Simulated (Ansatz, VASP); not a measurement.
# MoS2: VASP beside Ansatz

```
Mo S
1.0
     3.18454    0.00000    0.00000
    -1.59227    2.75789    0.00000
     0.00000    0.00000   21.67053
Mo S
2 4
Direct
  0.33333 0.66667 0.85116
  0.66667 0.33333 0.14884
  0.66667 0.33333 0.77963
  0.33333 0.66667 0.07725
  0.66667 0.33333 0.92275
  0.33333 0.66667 0.22037
```

Alike in both runs: functional revPBE; k mesh 10 × 10 × 2; occupations fermi-dirac, width 0.05 eV; no spin polarisation.

|  | VASP | Ansatz |
| --- | --- | --- |
| version | VASP 6.6.1 | Ansatz 0.2.0 |
| potentials or method | VASP PAW PBE potentials, release 64 (Mo_sv, S) | Ansatz PAW |
| plane-wave cutoff (eV) | 520 | 420 |
| valence electrons in the cell | 52 | 52 |
| task | single point | band structure |

VASP gave:

* gap on the k mesh at the Fermi level (eV): 1.41
* least direct gap on the mesh (eV): 1.89
* rms of the force components (eV/Å): 0.134

**Question.** Which values does Ansatz return?

**Answer.** gap on the k mesh at the Fermi level (eV): 1.39; least direct gap on the mesh (eV): 1.89; rms of the force components (eV/Å): 0.144.

VASP's potentials were made for PBE, not for revPBE. Atom by atom the forces differ by 0.010 eV/Å (rms over components).

Noted on Ansatz's run: the k mesh misses the band edges, so the gap on the mesh is wider than the one along the path.
